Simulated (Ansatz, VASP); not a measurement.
**Two plane-wave programs on N**

```xyz
2
Lattice="0.0000 2.0921 2.0921 2.0921 0.0000 2.0921 2.0921 2.0921 0.0000" Properties=species:S:1:pos:R:3 pbc="T T T"
N     0.0000    0.0000    0.0000
N     1.0460    1.0460    1.0460
```

Alike in both runs: functional PBE; k mesh 13 × 13 × 13; occupations fermi-dirac, width 0.08 eV; no spin polarisation.

Ansatz relaxed the structure, and its values are those at the end. VASP's run is a single point on that final structure, the one shown.

|  | VASP | Ansatz |
| --- | --- | --- |
| version | VASP 6.6.1 | Ansatz 0.2.0 |
| potentials or method | VASP PAW PBE potentials, release 64 (N) | PAW with Ansatz's default frozen-core files, scalar-relativistic |
| plane-wave cutoff (eV) | 520 | 420 |
| valence electrons in the cell | 10 | 10 |

```csv
,VASP,Ansatz,Ansatz less VASP
pressure (GPa),0.0,0.0,-0.04
```
